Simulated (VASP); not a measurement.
Set up this calculation in VASP 6.6.1, as the native input.

- Task: relaxation of cell and atoms
- Functional: PBEsol
- Potentials or basis: VASP PAW PBE potentials, release 64 (Hg)
- Cutoff: 600 eV
- k mesh: 9 × 9 × 5
- Occupations: fermi-dirac, width 0.05 eV
- Spin: no spin polarisation
- Target pressure: 2 GPa
- Dipole correction: no
- Further INCAR settings: ALGO = Normal; EDIFF = 1e-06; IBRION = 2; EDIFFG = -0.01; NSW = 60; ISIF = 3

The structure of Hg lies in POSCAR:

```
Hg
1.0
    3.4618096384      0.0000000000      0.0000000000
   -1.7309048192      2.9980150899      0.0000000000
    0.0000000000      0.0000000000      5.4875482800
Hg
2
Direct
    0.3333333333      0.6666666667      0.2500000000
    0.6666666667      0.3333333333      0.7500000000
```

These files were run (other wordings do the same):

INCAR

```
SYSTEM = Hg
ALGO = Normal
EDIFF = 1E-6
EDIFFG = -0.01
ENCUT = 600
GGA = PS
IBRION = 2
ISIF = 3
ISMEAR = -1
LASPH = .True.
LCHARG = .False.
LREAL = .False.
LWAVE = .False.
NELM = 80
NSW = 60
PREC = Accurate
PSTRESS = 20.0
SIGMA = 0.05
```

KPOINTS

```
k-points
0
Gamma
  9 9 5
  0 0 0
```

Potentials or basis: VASP PAW PBE potentials, release 64 (Hg).

Run with:

```sh
$ cat potpaw_PBE.64/Hg/POTCAR > POTCAR
$ mpirun -np 1 vasp_std > vasp.out
```

It gave:

The relaxed volume is 22.59 Å³/atom and the relaxed cell is a = 3.157 Å, b = 3.157 Å, c = 5.234 Å, α = 90.00°, β = 90.00°, γ = 120.00°. The space group after relaxing (to 0.1 Å) is P6_3/mmc (No. 194), the energy change on relaxing (the run minimises the enthalpy) is -39.5 meV/atom and the ionic steps are 12. The pressure after relaxing is 2.0 GPa. The band gap on the k mesh is zero (bands 12 and 13 overlap by 1.74 eV).

Caveat: the cell is relaxed towards a set pressure, so the run minimises the enthalpy, not the energy; the volume moved by over 15 % at a fixed basis, so the end points are rough; the PAW data sets were made with another functional, which shifts forces and pressure a little; spin-orbit coupling is left out, which moves the levels of the heavy elements.

It took 2.1 min on 1 thread of AMD EPYC 9R45 96-Core Processor (Zen 5), on a shared host, peak memory 0.18 GiB.
